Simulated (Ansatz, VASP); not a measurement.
# GaN: VASP and Ansatz over several settings

```
Ga N
1.0
     0.00000    2.12090    2.12090
     2.12090    0.00000    2.12090
     2.12090    2.12090    0.00000
Ga N
1 1
Direct
  0.00000 0.00000 0.00000
  0.50000 0.50000 0.50000
```

Single points on this cell with VASP 6.6.1 and Ansatz 0.2.0. Each row is one pair of runs. Alike in all rows: spin: off; smearing: fermi-dirac, width 0.05 eV.

| level | k mesh | VASP's potentials, cutoff | Ansatz's potentials, cutoff | gap on the k mesh at the Fermi level (eV), VASP | gap on the k mesh at the Fermi level (eV), Ansatz | least direct gap on the mesh (eV), VASP | least direct gap on the mesh (eV), Ansatz |
| --- | --- | --- | --- | --- | --- | --- | --- |
| r2SCAN | 11 × 11 × 11 | VASP PAW PBE potentials, release 64 (Ga_d, N), 520 eV | Ansatz PAW, 500 eV | 1.18 | 1.20 | 3.18 | 3.15 |
| LDA | 11 × 11 × 11 | VASP PAW LDA potentials, release 64 (Ga_d, N_h), 910 eV | Ansatz PAW, 420 eV | 0.49 | 0.47 | 2.70 | 2.67 |
| PBE0 | 6 × 6 × 6 | VASP PAW PBE potentials, release 64 (Ga_d, N), 520 eV | Ansatz PAW, 420 eV | 2.48 | 2.46 | 4.64 | 4.60 |

Gap on the k mesh at the fermi level (eV): the two programs differ by at most 0.021; least direct gap on the mesh (eV): the two programs differ by at most 0.04.

The k mesh is coarse in some rows, so the values compare programs but aren't converged. Noted on VASP's runs: the cutoff is short for stress, so the pressure is rough. Noted on Ansatz's runs: odd divisions of the mesh miss points on the zone boundary, where band edges often lie, so the gap on the mesh can be too wide.
